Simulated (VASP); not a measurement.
# AlN (Cmc2_1) in VASP: further runs, part 2 of 2

VASP 6.6.1. Earlier steps stand in the parts before.

## Step 4: Single point, LDA

INCAR

```
SYSTEM = AlN
  ALGO = Normal
  EDIFF = 1E-6
  ENCUT = 520
  ISIF = 2
  ISMEAR = 0
  LASPH = .TRUE.
  LCHARG = .FALSE.
  LREAL = .FALSE.
  LWAVE = .FALSE.
  NBANDS = 16
  NELM = 100
  PREC = Accurate
  SIGMA = 0.05
```

KPOINTS

```
k-points
0
G
  9 9 6
  0 0 0
```

POSCAR

```
AlN
1.0
    3.0115238416      0.0000000000      0.0000000000
   -1.5057619208      2.6080561509      0.0000000000
    0.0000000000      0.0000000000      4.8201746025
Al N
2 2
Direct
    0.3429784478      0.6859568955      0.0015212672
    0.6570215522      0.3140431045      0.5015212672
    0.3247266867      0.6494533735      0.3834787328
    0.6752733133      0.3505466265      0.8834787328
```

Potentials or basis: VASP PAW LDA potentials, release 64 (Al, N).

Command:

```bash
$ cat potpaw_LDA.64/Al/POTCAR potpaw_LDA.64/N/POTCAR > POTCAR
$ mpirun -np 1 vasp_std > vasp.out
```

OUTCAR:

```text
SYSTEM = AlN
   EDIFF = 1E-6
   ENCUT = 520
   ISIF = 2
   ISMEAR = 0
   LASPH = .TRUE.
   LREAL = .FALSE.
   NELM = 100
   PREC = Accurate

 ion  position               nearest neighbor table
   1  0.343  0.686  0.002-   4 1.82   4 1.83   4 1.83   3 1.84   2 2.91   2 2.91   2 3.00   2 3.00
                             2 3.00   2 3.00
   2  0.657  0.314  0.502-   3 1.82   3 1.83   3 1.83   4 1.84   1 2.91   1 2.91   1 3.00   1 3.00
                             1 3.00   1 3.00
   3  0.325  0.649  0.383-   2 1.82   2 1.83   2 1.83   1 1.84
   4  0.675  0.351  0.883-   1 1.82   1 1.83   1 1.83   2 1.84

  LATTYP: Found a hexagonal cell.
 ALAT       =     3.0115238416
 C/A-ratio  =     1.6005766037

  Lattice vectors:

 A1 = (   3.0115238416,   0.0000000000,   0.0000000000)
 A2 = (  -1.5057619208,   2.6080561509,   0.0000000000)
 A3 = (   0.0000000000,   0.0000000000,   4.8201746025)

Analysis of symmetry for initial positions (statically):
=====================================================================
 Subroutine PRICEL returns:
 Original cell was already a primitive cell.

 Routine SETGRP: Setting up the symmetry group for a
 hexagonal supercell.

 Subroutine GETGRP returns: Found  4 space group operations
 (whereof  2 operations were pure point group operations)
 out of a pool of 24 trial point group operations.

The static configuration has the point symmetry C_1h.
 The point group associated with its full space group is C_2v.

Analysis of symmetry for dynamics (positions and initial velocities):
=====================================================================
 Subroutine PRICEL returns:
 Original cell was already a primitive cell.

 Routine SETGRP: Setting up the symmetry group for a
 hexagonal supercell.

 Subroutine GETGRP returns: Found  4 space group operations
 (whereof  2 operations were pure point group operations)
 out of a pool of 24 trial point group operations.

The dynamic configuration has the point symmetry C_1h.
 The point group associated with its full space group is C_2v.

 Subroutine INISYM returns: Found  4 space group operations
 (whereof  2 operations are pure point group operations),
 and found     1 'primitive' translations

----------------------------------------------------------------------------------------

                                     Primitive cell

  volume of cell :      37.8587

  direct lattice vectors                    reciprocal lattice vectors
     3.011523842  0.000000000  0.000000000     0.332057806  0.191713664  0.000000000
    -1.505761921  2.608056151  0.000000000     0.000000000  0.383427328  0.000000000
     0.000000000  0.000000000  4.820174602     0.000000000  0.000000000  0.207461364

  length of vectors
     3.011523842  3.011523842  4.820174602     0.383427328  0.383427328  0.207461364

  position of ions in fractional coordinates (direct lattice)
     0.342978448  0.685956895  0.001521267
     0.657021552  0.314043105  0.501521267
     0.324726687  0.649453374  0.383478733
     0.675273313  0.350546626  0.883478733

  ion indices of the primitive-cell ions
   primitive index   ion index
                 1           1
                 2           2
                 3           3
                 4           4

----------------------------------------------------------------------------------------

 KPOINTS: k-points

Automatic generation of k-mesh.
 Grid dimensions read from file:
 generate k-points for:    9    9    6

 Generating k-lattice:

  Cartesian coordinates                     Fractional coordinates (reciprocal lattice)
     0.036895312  0.021301518  0.000000000     0.111111111  0.000000000  0.000000000
     0.000000000  0.042603036  0.000000000     0.000000000  0.111111111  0.000000000
     0.000000000  0.000000000  0.034576894     0.000000000  0.000000000  0.166666667

  Length of vectors
     0.042603036  0.042603036  0.034576894

  Shift w.r.t. Gamma in fractional coordinates (k-lattice)
     0.000000000  0.000000000  0.000000000

 Subroutine IBZKPT returns following result:
 ===========================================

 Found    100 irreducible k-points:

 Following reciprocal coordinates:
            Coordinates               Weight
  0.000000  0.000000  0.000000      1.000000
  0.111111  0.000000  0.000000      4.000000
  0.000000  0.111111  0.000000      2.000000
  0.222222  0.000000  0.000000      4.000000
  0.000000  0.222222  0.000000      2.000000
  0.333333  0.000000  0.000000      4.000000
[... 16 lines left out ...]
 -0.222222 -0.444444  0.000000      4.000000
  0.444444  0.333333  0.000000      4.000000
 [... further k-points ...]
   k-points           NKPTS =    100   k-points in BZ     NKDIM =    100   number of bands    NBANDS=     16
   number of dos      NEDOS =    301   number of ions     NIONS =      4
   total plane-waves  NPLWV =  20736
   dimension x,y,z NGX =    24 NGY =   24 NGZ =   36
   dimension x,y,z NGXF=    48 NGYF=   48 NGZF=   72
   ions per type =               2   2
   NGX,Y,Z   is equivalent  to a cutoff of  13.25, 13.25, 12.42 a.u.
   NGXF,Y,Z  is equivalent  to a cutoff of  26.50, 26.50, 24.83 a.u.
 SYSTEM =  AlN
   PREC   = accura    normal or accurate (medium, high low for compatibility)
   ISTART =      0    job   : 0-new  1-cont  2-samecut
   ICHARG =      2    charge: 1-file 2-atom 10-const
   ISPIN  =      1    spin polarized calculation?
   LNONCOLLINEAR =      F non collinear calculations
   LSORBIT =      F    spin-orbit coupling
   LASPH  =      T    aspherical Exc in radial PAW
   ENCUT  =  520.0 eV  38.22 Ry    6.18 a.u.   5.60  5.60  8.96*2*pi/ulx,y,z
   NELM   =    100;   NELMIN=  2; NELMDL= -5     # of ELM steps
   EDIFF  = 0.1E-05   stopping-criterion for ELM
   LREAL  =      F    real-space projection
   EDIFFG = 0.1E-04   stopping-criterion for IOM
   NSW    =      0    number of steps for IOM
   IBRION =     -1    ionic relax: 0-MD 1-quasi-New 2-CG
   NFREE  =      0    steps in history (QN), initial steepest desc. (CG)
   ISIF   =      2    stress and relaxation
   ISYM   =      2    0-nonsym 1-usesym 2-fastsym
   POTIM  = 0.5000    time-step for ionic-motion
   TEBEG  =    0.0;   TEEND  =   0.0 temperature during run
   PSTRESS=    0.0 pullay stress
   NELECT =      16.0000    total number of electrons
   NUPDOWN=      -1.0000    fix difference up-down
   EMIN   =  10.00;   EMAX   =-10.00  energy-range for DOS
   EFERMI =   0.00;   METHOD = LEGACY
   ISMEAR =     0;   SIGMA  =   0.05  broadening in eV -4-tet -1-fermi 0-gaus
   EFERMI_NEDOS =   21; number of points for ismear=-14 and -15
   IALGO  =     38    algorithm
   IMIX   =      4    mixing-type and parameters
     AMIX     =   0.40;   BMIX     =  1.00
     AMIX_MAG =   1.60;   BMIX_MAG =  1.00
  volume/ion in A,a.u.               =       9.46        63.87
  Fermi-wavevector in a.u.,A,eV,Ry     =   1.228550  2.321623 20.535749  1.509335
  Thomas-Fermi vector in A             =   2.363471
   LORBIT       =      0    0 simple, 1 ext, 2 COOP (PROOUT), +10 PAW based schemes
   GGA     = CA    functional components
   LHFCALC =     F    Hartree Fock is set to
   AEXX    =    0.0000 exact exchange contribution
   IVDW    =     0    specifies the selected vdW correction
   LEPSILON=     F    determine dielectric tensor
   LRPA    =     F    only Hartree local field effects (RPA)
 non-spin polarized calculation
 Gauss-broadening in eV      SIGMA  =   0.05
  energy-cutoff  :      520.00
  volume of cell :       37.86
 maximum number of plane-waves:      1038
   NGX = 11   NGY = 11   NGZ = 17

 number of electron      15.9999999 magnetization

 Free energy of the ion-electron system (eV)
  ---------------------------------------------------
  ext. energy  EPLUGINS =         0.00000000
  ---------------------------------------------------
  free energy    TOTEN  =       -32.64233487 eV

  energy without entropy =      -32.64233487  energy(sigma->0) =      -32.64233487

 E-fermi :   7.1483     XC(G=0): -11.6811

 val. band max:        6.9047987140   @ k =   0.0000   0.0000   0.0000
 cond. band min:      11.7982232887   @ k =   0.3333   0.3333   0.0000
 fundamental gap:      4.8934245747
 Fermi energy:         7.1482744109

 k-point     1 :       0.0000    0.0000    0.0000
  band No.  band energies     occupation
      1      -8.7676      2.00000
      2      -6.2193      2.00000
      3       0.3743      2.00000
      4       5.9368      2.00000
      5       5.9917      2.00000
      6       6.5480      2.00000
[... 433 lines left out ...]
      3       1.5799      2.00000
      4       2.7039      2.00000
      5       3.3653      2.00000
      6       3.6054      2.00000
[... 8 lines left out ...]
     15      20.2655      0.00000
     16      22.4015      0.00000

 [... further k-points ...]
[... 5 lines left out ...]
  --------------------------------------------------------------------------------------
  -------------------------------------------------------------------------------------
  Total        4.7139528      4.6490557      4.3667299      0.0000000      0.0000000      0.0000000
  in kB      199.4939799    196.7475426    184.7995436      0.0000000      0.0000000      0.0000000
  external PRESSURE =     193.6803554 kB  Pullay stress =       0.0000000 kB

 VOLUME and BASIS-vectors are now :
 -----------------------------------------------------------------------------
  energy-cutoff  :      520.00
  volume of cell :       37.86
      direct lattice vectors                 reciprocal lattice vectors
     3.011523842  0.000000000  0.000000000     0.332057806  0.191713664  0.000000000
    -1.505761921  2.608056151  0.000000000     0.000000000  0.383427328  0.000000000
     0.000000000  0.000000000  4.820174602     0.000000000  0.000000000  0.207461364

 POSITION                                       TOTAL-FORCE (eV/Angst)
 -----------------------------------------------------------------------------------
      0.00000      1.78901      0.00733         0.000000     -0.313577     -0.007955
      1.50576      0.81904      2.41742         0.000000      0.313577     -0.007955
     -0.00000      1.69381      1.84843         0.000000      0.096757      0.007955
      1.50576      0.91425      4.25852         0.000000     -0.096757      0.007955
 -----------------------------------------------------------------------------------
    total drift:                                0.000000      0.000000      0.001105

  FREE ENERGIE OF THE ION-ELECTRON SYSTEM (eV)
  ---------------------------------------------------
  free  energy   TOTEN  =       -32.6423348686 eV

  energy  without entropy=      -32.6423348686  energy(sigma->0) =      -32.64233487
```

stdout:

```text
POSCAR found type information on POSCAR AlN
 POSCAR found :  2 types and       4 ions
 scaLAPACK will be used
 LDA part: xc-table for (Slater(with rela. corr.)+CA(PZ))
 , standard interpolation
 POSCAR, INCAR and KPOINTS ok, starting setup
 FFT: planning ... GRIDC
 FFT: planning ... GRID_SOFT
 FFT: planning ... GRID
 WAVECAR not read
 entering main loop
```

Wall time 16 s (1 thread of Intel Xeon 6975P-C (Granite Rapids), shared host); peak memory 0.16 GiB.

What came out:

* Free energy: -32.6423 eV
* Pressure: 19.4 GPa
* Largest force: 0.314 eV/Å
* Band gap on the k mesh: 4.89 eV, indirect (least direct gap 5.08 eV)

Forces in eV/Å, atoms in the order of the input:
```
Al   0.000 -0.314 -0.008
Al   0.000  0.314 -0.008
N    0.000  0.097  0.008
N    0.000 -0.097  0.008
```

A k mesh can miss the band edges. As with any semilocal functional, this LDA gap is likely too small.

## Step 5: Single point, LDA

This run uses another cell than the first one, of 10.47 Å³/atom, 1.106 times its volume.

INCAR

```
ALGO = Normal
EDIFF = 1E-6
ENCUT = 520
GGA = CA
ISIF = 2
ISMEAR = 0
LASPH = T
LCHARG = F
LREAL = F
LWAVE = F
NBANDS = 16
NELM = 100
PREC = Accurate
SIGMA = 0.05
```

KPOINTS

```
k-points
0
Gamma
  9 9 6
```

POSCAR

```
AlN
1.0
    3.1143789636      0.0000000000      0.0000000000
   -1.5571894818      2.6971312995      0.0000000000
    0.0000000000      0.0000000000      4.9848021043
Al N
2 2
Direct
    0.3429784478      0.6859568955      0.0015212672
    0.6570215522      0.3140431045      0.5015212672
    0.3247266867      0.6494533735      0.3834787328
    0.6752733133      0.3505466265      0.8834787328
```

Potentials or basis: VASP PAW LDA potentials, release 64 (Al, N).

Command:

```bash
$ cat potpaw_LDA.64/Al/POTCAR potpaw_LDA.64/N/POTCAR > POTCAR
$ mpirun -np 1 vasp_std > vasp.out
```

OUTCAR:

```text
EDIFF = 1E-6
   ENCUT = 520
   GGA = CA
   ISIF = 2
   ISMEAR = 0
   LASPH = T
   LREAL = F
   NELM = 100
   PREC = Accurate

 ion  position               nearest neighbor table
   1  0.343  0.686  0.002-   4 1.89   4 1.89   4 1.89   3 1.91   2 3.01   2 3.01   2 3.11   2 3.11
                             2 3.11   2 3.11
   2  0.657  0.314  0.502-   3 1.89   3 1.89   3 1.89   4 1.91   1 3.01   1 3.01   1 3.11   1 3.11
                             1 3.11   1 3.11
   3  0.325  0.649  0.383-   2 1.89   2 1.89   2 1.89   1 1.91
[... 653 lines left out ...]
     16      20.0914      0.00000

 [... further k-points ...]
[... 5 lines left out ...]
  --------------------------------------------------------------------------------------
  -------------------------------------------------------------------------------------
  Total       -1.1406605     -1.3154271     -1.1107874      0.0000000      0.0000000      0.0000000
  in kB      -43.6461063    -50.3333579    -42.5030464      0.0000000      0.0000000      0.0000000
  external PRESSURE =     -45.4941702 kB  Pullay stress =       0.0000000 kB

 VOLUME and BASIS-vectors are now :
 -----------------------------------------------------------------------------
  energy-cutoff  :      520.00
  volume of cell :       41.87
      direct lattice vectors                 reciprocal lattice vectors
     3.114378964  0.000000000  0.000000000     0.321091303  0.185382150  0.000000000
    -1.557189482  2.697131300  0.000000000     0.000000000  0.370764301  0.000000000
     0.000000000  0.000000000  4.984802104     0.000000000  0.000000000  0.200609769

 POSITION                                       TOTAL-FORCE (eV/Angst)
 -----------------------------------------------------------------------------------
      0.00000      1.85012      0.00758         0.000000     -0.304541      0.027089
      1.55719      0.84702      2.49998         0.000000      0.304541      0.027089
     -0.00000      1.75166      1.91157        -0.000000      0.137729     -0.027089
      1.55719      0.94547      4.40397         0.000000     -0.137729     -0.027089
 -----------------------------------------------------------------------------------
    total drift:                                0.000000     -0.000000      0.000602

  FREE ENERGIE OF THE ION-ELECTRON SYSTEM (eV)
  ---------------------------------------------------
  free  energy   TOTEN  =       -32.8069276436 eV

  energy  without entropy=      -32.8069276436  energy(sigma->0) =      -32.80692764
```

stdout:

```text
POSCAR found type information on POSCAR AlN
 POSCAR found :  2 types and       4 ions
 scaLAPACK will be used
 LDA part: xc-table for (Slater(with rela. corr.)+CA(PZ))
 , standard interpolation
 POSCAR, INCAR and KPOINTS ok, starting setup
 FFT: planning ... GRIDC
 FFT: planning ... GRID_SOFT
 FFT: planning ... GRID
 WAVECAR not read
 entering main loop
```

It took 26 s on 1 thread of Intel Xeon 6975P-C, shared host; peak memory 0.17 GiB.

Results:

- Free energy: -32.8069 eV
- Pressure: -4.5 GPa
- Largest force: 0.306 eV/Å
- Band gap on the k mesh: 4.17 eV, direct

Forces on the atoms (eV/Å):
```
Al   0.000 -0.305  0.027
Al   0.000  0.305  0.027
N    0.000  0.138 -0.027
N    0.000 -0.138 -0.027
```

Levels at points of the mesh, in eV from the valence-band top:
| k point | band 6 | band 7 | band 8 | band 9 | band 10 | band 11 |
| --- | --- | --- | --- | --- | --- | --- |
| (0.00, 0.00, 0.00) | -0.32 | -0.16 | 0.00 | 4.17 | 6.49 | 10.40 |
| (0.00, 0.00, 0.50) | -0.60 | -0.55 | -0.55 | 6.36 | 6.36 | 10.09 |
